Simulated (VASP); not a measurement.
Input of a VASP 6.6.1 run:

The input INCAR:

```
SYSTEM = Ti
ALGO = Fast
EDIFF = 1E-7
EDIFFG = -0.005
ENCUT = 600
GGA = PE
IBRION = 2
ISIF = 3
ISMEAR = 0
LASPH = .TRUE.
LCHARG = .FALSE.
LREAL = .FALSE.
LWAVE = .FALSE.
NELM = 80
NSW = 100
PREC = Accurate
SIGMA = 0.1
```

The input KPOINTS:

```
k-points
0
G
  18 18 10
  0 0 0
```

Contents of POSCAR:

```
Ti
1.0
    2.9499978604      0.0000000000      0.0000000000
   -1.4749989302      2.5547730882      0.0000000000
    0.0000000000      0.0000000000      4.6860000000
Ti
2
Direct
    0.3333333333      0.6666666667      0.2500000000
    0.6666666667      0.3333333333      0.7500000000
```

Potentials or basis: VASP PAW PBE potentials, release 64 (Ti_sv).

Run with:

```sh
$ cat potpaw_PBE.64/Ti_sv/POTCAR > POTCAR
$ mpirun -np 1 vasp_std > vasp.out
```

(1) What does it give for the relaxed cell?

(2) What does it give for the relaxed volume?

Answers

(1) a = 2.937 Å, b = 2.937 Å, c = 4.646 Å, α = 90.00°, β = 90.00°, γ = 120.00°.

(2) 17.35 Å³/atom.
